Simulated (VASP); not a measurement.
A run of VASP 6.6.1 is set up as follows.

INCAR

```
SYSTEM = Zr4B
PREC = Accurate
ENCUT = 520
EDIFF = 1E-6
ISMEAR = 0
SIGMA = 0.2
LREAL = .False.
LASPH = .True.
NELM = 100
ALGO = Fast
ISIF = 2
LWAVE = .False.
LCHARG = .False.
GGA = PE
NBANDS = 62
```

KPOINTS

```
Automatic mesh
0
Gamma
  6 6 1
  0 0 0
```

The input POSCAR:

```
Zr4B
1.0
    3.3671052011      0.0000000000      0.0000000000
   -1.6835526005      2.9159986414      0.0000000000
    0.0000000000      0.0000000000     20.9949292555
Zr B
8 2
Direct
    0.3333333333      0.6666666667      0.4361840229
    0.3333333333      0.6666666667      0.9361840229
    0.3333333333      0.6666666667      0.1924383258
    0.3333333333      0.6666666667      0.6924383258
    0.6666666667      0.3333333333      0.0638159771
    0.6666666667      0.3333333333      0.5638159771
    0.6666666667      0.3333333333      0.3075616742
    0.6666666667      0.3333333333      0.8075616742
    0.0000000000      1.0000000000      0.0000000000
    0.0000000000      1.0000000000      0.5000000000
```

Potentials or basis: VASP PAW PBE potentials, release 64 (Zr_sv, B).

Launch:

```sh
$ cat potpaw_PBE.64/Zr_sv/POTCAR potpaw_PBE.64/B/POTCAR > POTCAR
$ mpirun -np 1 vasp_std > vasp.out
```

(1) Predict the pressure.

(2) Estimate the band gap on the k mesh.

Answers

(1) 0.0 GPa.

(2) zero (band 51 reaches 8.84 eV, above the bottom of band 52 at 7.83 eV).
